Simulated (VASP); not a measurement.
# Ru (Pm-3m) in VASP: a series of runs

The runs below take Ru through single point, relaxation of cell and atoms, with PBEsol.

Program: VASP 6.6.1. These are calculated values, not measurements. Logs are shortened: lines on timing, memory, paths and dates and some standing lists are left out, and cuts for length are marked.

**1. The cell of the first run**

It takes space group Pm-3m (No. 221, cubic). The conventional cell has a = 2.361 Å, b = 2.361 Å, c = 2.361 Å, α = 90.00°, β = 90.00°, γ = 90.00°. Within 3.1 Å of Ru (site symmetry m-3m) lie 6 Ru at 2.36 Å.

**2. Single point, PBEsol**

INCAR

```
  PREC = Accurate
  ENCUT = 520
  EDIFF = 1E-6
  ISMEAR = -1
  SIGMA = 0.1
  LREAL = False
  LASPH = True
  NELM = 80
  ALGO = Normal
  ISIF = 2
  LWAVE = False
  LCHARG = False
  GGA = PS
  NBANDS = 13
```

KPOINTS

```
Automatic mesh
0
Gamma
  16 16 16
```

POSCAR

```
Ru
1.0
    2.3606419384      0.0000000000      0.0000000000
    0.0000000000      2.3606419384      0.0000000000
    0.0000000000      0.0000000000      2.3606419384
Ru
1
Direct
    0.0000000000      0.0000000000      0.0000000000
```

Potentials or basis: VASP PAW PBE potentials, release 64 (Ru_pv).

Run with:

```sh
$ cat potpaw_PBE.64/Ru_pv/POTCAR > POTCAR
$ mpirun -np 1 vasp_std > vasp.out
```

OUTCAR:

```text
PREC = Accurate
   ENCUT = 520
   EDIFF = 1E-6
   ISMEAR = -1
   LREAL = False
   LASPH = True
   NELM = 80
   ISIF = 2
   GGA = PS

 ion  position               nearest neighbor table
   1  0.000  0.000  0.000-

  LATTYP: Found a simple cubic cell.
 ALAT       =     2.3606419384

  Lattice vectors:

 A1 = (   2.3606419384,   0.0000000000,   0.0000000000)
 A2 = (   0.0000000000,   2.3606419384,   0.0000000000)
 A3 = (   0.0000000000,   0.0000000000,   2.3606419384)

Analysis of symmetry for initial positions (statically):
=====================================================================
 Subroutine PRICEL returns:
 Original cell was already a primitive cell.

 Routine SETGRP: Setting up the symmetry group for a
 simple cubic supercell.

 Subroutine GETGRP returns: Found 48 space group operations
 (whereof 48 operations were pure point group operations)
 out of a pool of 48 trial point group operations.

The static configuration has the point symmetry O_h .

Analysis of symmetry for dynamics (positions and initial velocities):
=====================================================================
 Subroutine PRICEL returns:
 Original cell was already a primitive cell.

 Routine SETGRP: Setting up the symmetry group for a
 simple cubic supercell.

 Subroutine GETGRP returns: Found 48 space group operations
 (whereof 48 operations were pure point group operations)
 out of a pool of 48 trial point group operations.

The dynamic configuration has the point symmetry O_h .

 Subroutine INISYM returns: Found 48 space group operations
 (whereof 48 operations are pure point group operations),
 and found     1 'primitive' translations

----------------------------------------------------------------------------------------

                                     Primitive cell

  volume of cell :      13.1550

  direct lattice vectors                    reciprocal lattice vectors
     2.360641938  0.000000000  0.000000000     0.423613587  0.000000000  0.000000000
     0.000000000  2.360641938  0.000000000     0.000000000  0.423613587  0.000000000
     0.000000000  0.000000000  2.360641938     0.000000000  0.000000000  0.423613587

  length of vectors
[... 82 lines left out ...]
   EDIFFG = 0.1E-04   stopping-criterion for IOM
   NSW    =      0    number of steps for IOM
   IBRION =     -1    ionic relax: 0-MD 1-quasi-New 2-CG
   NFREE  =      0    steps in history (QN), initial steepest desc. (CG)
   ISIF   =      2    stress and relaxation
   ISYM   =      2    0-nonsym 1-usesym 2-fastsym
   POTIM  = 0.5000    time-step for ionic-motion
   TEBEG  =    0.0;   TEEND  =   0.0 temperature during run
   PSTRESS=    0.0 pullay stress
   NELECT =      14.0000    total number of electrons
   NUPDOWN=      -1.0000    fix difference up-down
   EMIN   =  10.00;   EMAX   =-10.00  energy-range for DOS
   EFERMI =   0.00;   METHOD = LEGACY
   ISMEAR =    -1;   SIGMA  =   0.10  broadening in eV -4-tet -1-fermi 0-gaus
   EFERMI_NEDOS =   21; number of points for ismear=-14 and -15
   IALGO  =     38    algorithm
   IMIX   =      4    mixing-type and parameters
     AMIX     =   0.40;   BMIX     =  1.00
     AMIX_MAG =   1.60;   BMIX_MAG =  1.00
  volume/ion in A,a.u.               =      13.15        88.77
  Fermi-wavevector in a.u.,A,eV,Ry     =   1.671427  3.158539 38.010160  2.793668
  Thomas-Fermi vector in A             =   2.756751
   LORBIT       =      0    0 simple, 1 ext, 2 COOP (PROOUT), +10 PAW based schemes
   GGA     = PS    functional components
   LHFCALC =     F    Hartree Fock is set to
   AEXX    =    0.0000 exact exchange contribution
   IVDW    =     0    specifies the selected vdW correction
   LEPSILON=     F    determine dielectric tensor
   LRPA    =     F    only Hartree local field effects (RPA)
 non-spin polarized calculation
  energy-cutoff  :      520.00
  volume of cell :       13.15
 maximum number of plane-waves:       368
 NGX is ok and might be reduce to    18
   NGX =  9   NGY =  9   NGZ =  9

 number of electron      13.9999988 magnetization

 Free energy of the ion-electron system (eV)
  ---------------------------------------------------
  ext. energy  EPLUGINS =         0.00000000
  ---------------------------------------------------
  free energy    TOTEN  =        -8.66288501 eV

  energy without entropy =       -8.62594554  energy(sigma->0) =       -8.64441528

 E-fermi :  13.6257     XC(G=0): -14.3119

 val. band max:       13.6238405933   @ k =   0.3125   0.3125   0.0625
 cond. band min:      13.6366136034   @ k =   0.4375   0.2500   0.1875
 fundamental gap:      0.0127730100
 Fermi energy:        13.6256786647

 k-point     1 :       0.0000    0.0000    0.0000
  band No.  band energies     occupation
      1     -28.8286      2.00000
      2     -28.8286      2.00000
      3     -28.8286      2.00000
      4       5.2883      2.00000
      5       6.7524      2.00000
      6       6.7524      2.00000
      7      15.8032      0.00000
      8      15.8032      0.00000
      9      15.8032      0.00000
     10      24.2322      0.00000
     11      31.6201      0.00000
     12      31.6201      0.00000
     13      31.6201      0.00000
[... 354 lines left out ...]
  band No.  band energies     occupation
      1     -30.6289      2.00000
      2     -28.9304      2.00000
      3     -28.6340      2.00000
      4       8.0508      2.00000
      5       9.1410      2.00000
      6       9.9812      2.00000
      7      12.3541      1.99999
      8      15.2031      0.00000
      9      15.5962      0.00000
     10      22.7798      0.00000
     11      24.2379      0.00000
     12      30.7607      0.00000
     13      35.4223      0.00000

 [... further k-points ...]

------------------------ aborting loop because EDIFF is reached ----------------------------------------

  FORCE on cell =-STRESS in cart. coord.  units (eV):
  Direction    XX          YY          ZZ          XY          YZ          ZX
  --------------------------------------------------------------------------------------
  -------------------------------------------------------------------------------------
  Total        4.3383871      4.3383871      4.3383871     -0.0000000     -0.0000000      0.0000000
  in kB      528.3826241    528.3826241    528.3826241     -0.0000000     -0.0000000      0.0000000
  external PRESSURE =     528.3826241 kB  Pullay stress =       0.0000000 kB

 VOLUME and BASIS-vectors are now :
 -----------------------------------------------------------------------------
  energy-cutoff  :      520.00
  volume of cell :       13.15
      direct lattice vectors                 reciprocal lattice vectors
     2.360641938  0.000000000  0.000000000     0.423613587  0.000000000  0.000000000
     0.000000000  2.360641938  0.000000000     0.000000000  0.423613587  0.000000000
     0.000000000  0.000000000  2.360641938     0.000000000  0.000000000  0.423613587

 POSITION                                       TOTAL-FORCE (eV/Angst)
 -----------------------------------------------------------------------------------
      0.00000      0.00000      0.00000         0.000000      0.000000      0.000000
 -----------------------------------------------------------------------------------
    total drift:                               -0.000000      0.000000      0.000000

  FREE ENERGIE OF THE ION-ELECTRON SYSTEM (eV)
  ---------------------------------------------------
  free  energy   TOTEN  =        -8.6628850139 eV

  energy  without entropy=       -8.6259455408  energy(sigma->0) =       -8.64441528
```

Run time: 18 s. Hardware: 1 thread of Intel Xeon 8259CL, shared host; peak memory 0.14 GiB.

Results:

| Quantity | Value |
| --- | --- |
| Free energy | -8.6629 eV |
| Pressure | 52.8 GPa |
| Band gap on the k mesh | zero (band 7 reaches 18.57 eV, above the bottom of band 8 at 12.11 eV) |

Caveat: the PAW data sets were made with another functional, which shifts forces and pressure a little.

[end of part 1 of 2]
